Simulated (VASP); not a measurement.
Input of a VASP 6.6.1 run:

INCAR

```
SYSTEM = SrTlB6
ALGO = Normal
EDIFF = 1E-6
EDIFFG = -0.01
ENCUT = 600
GGA = PE
IBRION = 2
ISIF = 3
ISMEAR = 0
LASPH = .True.
LCHARG = .False.
LREAL = .False.
LWAVE = .False.
NELM = 100
NSW = 100
PREC = Accurate
SIGMA = 0.1
```

The input KPOINTS:

```
k-points
0
Gamma
  8 8 6
  0 0 0
```

File POSCAR:

```
SrTlB6
1.0
    5.2950363141      0.0000000000      0.0000000000
    0.0000000000      5.2950363141      0.0000000000
    0.0000000000      0.0000000000      7.0868165438
Sr Tl B
1 1 6
Direct
    0.0000000000      0.0000000000      0.5000000000
    0.0000000000      0.0000000000      0.0000000000
    0.0000000000      0.5000000000      0.0000000000
    0.5000000000      0.0000000000      0.0000000000
    0.6486272780      0.6486272780      0.5000000000
    0.3513727220      0.3513727220      0.5000000000
    0.3513727220      0.6486272780      0.5000000000
    0.6486272780      0.3513727220      0.5000000000
```

Potentials or basis: VASP PAW PBE potentials, release 64 (Sr_sv, Tl_d, B).

Launch:

```console
$ cat potpaw_PBE.64/Sr_sv/POTCAR potpaw_PBE.64/Tl_d/POTCAR potpaw_PBE.64/B/POTCAR > POTCAR
$ mpirun -np 1 vasp_std > vasp.out
```

(1) What does it give for the space group after relaxing (to 0.1 Å)?

(2) Estimate the band gap on the k mesh.

Answers

(1) P4/mmm (No. 123).

(2) zero (an odd number of electrons rules out a gap without spin polarisation).

Caveat: spin-orbit coupling is left out, which moves the levels of the heavy elements.
